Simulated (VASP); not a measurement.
Wanted: the native input for a VASP 6.6.1 run.

```yaml
Task: single point
Functional: PBE
Potentials_or_basis: VASP PAW PBE potentials, release 64 (Y_sv, Pd, F)
Cutoff: 520 eV
k_mesh: 6 × 6 × 4
Occupations: gaussian, width 0.1 eV
Spin: no spin polarisation
Dipole_correction: no
Further_INCAR_settings: ALGO = Normal; EDIFF = 1e-06; NBANDS = 26
```

The structure of YPdF2 lies in POSCAR:

```
YPdF2
1.0
    3.3006203600      0.0000000000      0.0000000000
   -1.6503101800      2.8584210800      0.0000000000
    0.0000000000      0.0000000000      5.3618006900
Y Pd F
1 1 2
Direct
    0.0000000000      0.0000000000      0.5000000000
    0.0000000000      0.0000000000      0.0000000000
    0.3333333300      0.6666666700      0.8215414200
    0.6666666700      0.3333333300      0.1784585800
```

One way to write it, as run:

INCAR

```
PREC = Accurate
ENCUT = 520
EDIFF = 1E-6
ISMEAR = 0
SIGMA = 0.1
LREAL = False
LASPH = True
NELM = 80
ALGO = Normal
ISIF = 2
LWAVE = False
LCHARG = True
GGA = PE
LELF = True
LVHAR = True
NBANDS = 26
```

KPOINTS

```
Automatic mesh
0
Gamma
  6 6 4
```

Potentials or basis: VASP PAW PBE potentials, release 64 (Y_sv, Pd, F).

Command:

```console
$ cat potpaw_PBE.64/Y_sv/POTCAR potpaw_PBE.64/Pd/POTCAR potpaw_PBE.64/F/POTCAR > POTCAR
$ mpirun -np 1 vasp_std > vasp.out
```

Results of the run:

* Pressure: 41.4 GPa
* Largest force: 3.112 eV/Å
* Band gap on the k mesh: zero (an odd number of electrons rules out a gap without spin polarisation)

Caveat: the k points lie up to 0.37 Å⁻¹ apart, too coarse for converged energies and pressures of a metal; an odd number of electrons without spin polarisation forces a metal; a magnetic or distorted state may lie lower.

Wall time 21 s on 1 thread of Intel(R) Xeon(R) 6975P-C (Granite Rapids), on a shared host, peak memory 0.2 GiB.
